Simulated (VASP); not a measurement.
A run of VASP 6.6.1 is set up as follows.

POSCAR

```
Ag
1.0
   -1.6881260479      1.6881260479      1.6881260479
    1.6881260479     -1.6881260479      1.6881260479
    1.6881260479      1.6881260479     -1.6881260479
Ag
1
Direct
    0.0000000000      0.0000000000      0.0000000000
```

The input INCAR.step1:

```
SYSTEM = Ag
PREC = Accurate
ENCUT = 520
ISMEAR = -1
SIGMA = 0.05
LREAL = .False.
LASPH = .True.
NELM = 100
NBANDS = 12
GGA = PE
ALGO = Normal
EDIFF = 1E-4
LWAVE = .True.
LCHARG = .False.
```

File INCAR.step2:

```
SYSTEM = Ag
PREC = Accurate
ENCUT = 520
EDIFF = 1E-6
ISMEAR = -1
SIGMA = 0.05
LREAL = .False.
LASPH = .True.
NELM = 100
ALGO = Normal
ISIF = 2
LWAVE = .False.
LCHARG = .False.
METAGGA = R2SCAN
LMIXTAU = .True.
NBANDS = 12
ISTART = 1
```

File KPOINTS:

```
regular mesh
0
Gamma
  11 11 11
  0 0 0
```

Potentials or basis: VASP PAW PBE potentials, release 64 (Ag).

Launch:

```console
$ cat potpaw_PBE.64/Ag/POTCAR > POTCAR
$ cp INCAR.step1 INCAR
$ mpirun -np 1 vasp_std > vasp.out
$ cp INCAR.step2 INCAR
$ mpirun -np 1 vasp_std > vasp.out
```

(1) Predict the pressure.

Answers

(1) -7.6 GPa.

Caveat: the PAW data sets were made with another functional, which shifts forces and pressure a little.
